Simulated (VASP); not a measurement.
Input of a VASP 6.6.1 run:

Contents of INCAR:

```
PREC = Accurate
ENCUT = 820
EDIFF = 1E-6
ISMEAR = -1
SIGMA = 0.02
LREAL = False
LASPH = True
NELM = 120
ALGO = Normal
ISIF = 2
LWAVE = False
LCHARG = False
NBANDS = 39
GGA_COMPAT = False
```

KPOINTS

```
Automatic mesh
0
Gamma
  6 6 6
```

The input POSCAR:

```
Cu3N
1.0
    3.7214852112      0.0000000000      0.0000000000
    0.0000000000      3.7214852112      0.0000000000
    0.0000000000      0.0000000000      3.7214852112
Cu N
3 1
Direct
    0.5000000000      0.0000000000      0.0000000000
    0.0000000000      0.5000000000      0.0000000000
    0.0000000000      0.0000000000      0.5000000000
    0.0000000000      0.0000000000      0.0000000000
```

Potentials or basis: VASP PAW LDA potentials, release 64 (Cu_sv_GW, N).

Run with:

```bash
$ cat potpaw_LDA.64/Cu_sv_GW/POTCAR potpaw_LDA.64/N/POTCAR > POTCAR
$ mpirun -np 1 vasp_std > vasp.out
```

Question: Estimate the pressure.

Answer: -0.2 GPa.

Question: What does it give for the band gap on the k mesh?

Answer: Zero (bands 31 and 32 overlap by 0.05 eV).

Caveat: semilocal functionals underestimate gaps, and a narrow one can read as zero. With open d or f shells a metallic result of LDA can be an artefact of self-interaction; +U or a hybrid may open a gap.
